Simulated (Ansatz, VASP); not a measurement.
**PbS: VASP beside Ansatz**

```xyz
2
Lattice="0.0000 2.9275 2.9275 2.9275 0.0000 2.9275 2.9275 2.9275 0.0000" Properties=species:S:1:pos:R:3 pbc="T T T"
Pb    0.0000    0.0000    0.0000
S     2.9275    2.9275    2.9275
```

Change from the starting cell: hydrostatic strain -2.0%.

Alike in both runs: task single point; functional HSE06; k mesh 6 × 6 × 6; no spin polarisation.

```csv
,VASP,Ansatz
version,VASP 6.6.1,Ansatz 0.2.0
potentials or method,"VASP PAW PBE potentials, release 64 (Pb_d, S)","plane waves, PAW"
plane-wave cutoff (eV),520,420
occupations,"gaussian, width 0.01 eV",fixed
valence electrons in the cell,20,20
```

|  | VASP | Ansatz | Ansatz less VASP |
| --- | --- | --- | --- |
| gap on the k mesh at the Fermi level (eV) | 0.61 | 0.61 | -0.007 |
| pressure (GPa) | 3.6 | 3.7 | +0.14 |

Ansatz's warnings: stress exchange threshold loose, stress scf threshold loose.

Neither program's run includes spin-orbit coupling.
